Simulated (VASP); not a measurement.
Write the native input for VASP 6.6.1 that does the following.

```
Task                   : single point
Functional             : PBE
Potentials or basis    : VASP PAW PBE potentials, release 64 (Ba_sv, Zr_sv, O)
Cutoff                 : 520 eV
k mesh                 : 6 × 6 × 6
Occupations            : gaussian, width 0.02 eV
Spin                   : no spin polarisation
Dipole correction      : no
Further INCAR settings : ALGO = Normal; EDIFF = 1e-07; NBANDS = 28
```

The structure of BaZrO3 lies in POSCAR:

```
BaZrO3
1.0
    4.2274555588      0.0000000000      0.0000000000
    0.0000000000      4.2274555588      0.0000000000
    0.0000000000      0.0000000000      4.2274555588
Ba Zr O
1 1 3
Direct
    0.5000000000      0.5000000000      0.5000000000
    0.0000000000      0.0000000000      0.0000000000
    0.5000000000      0.0000000000      0.0000000000
    0.0000000000      0.5000000000      0.0000000000
    0.0000000000      0.0000000000      0.5000000000
```

The input as run:

INCAR

```
ALGO = Normal ; EDIFF = 1E-7
ENCUT = 520 ; GGA = PE
ISIF = 2 ; ISMEAR = 0
LASPH = True ; LCHARG = False
LREAL = False ; LWAVE = False
NBANDS = 28 ; NELM = 100
PREC = Accurate ; SIGMA = 0.02
```

KPOINTS

```
k-points
0
Gamma
  6 6 6
```

Potentials or basis: VASP PAW PBE potentials, release 64 (Ba_sv, Zr_sv, O).

The run is started by

```bash
$ cat potpaw_PBE.64/Ba_sv/POTCAR potpaw_PBE.64/Zr_sv/POTCAR potpaw_PBE.64/O/POTCAR > POTCAR
$ mpirun -np 1 vasp_std > vasp.out
```

Results of the run:

```yaml
Pressure: 0.9 GPa
Band_gap_on_the_k_mesh: 3.13 eV, indirect (least direct gap 3.38 eV)
```

Caveat: spin-orbit coupling is left out, which moves the levels of the heavy elements.

It took 22 s on 1 thread of Intel Xeon 6975P-C, with other jobs on the host, peak memory 0.2 GiB.
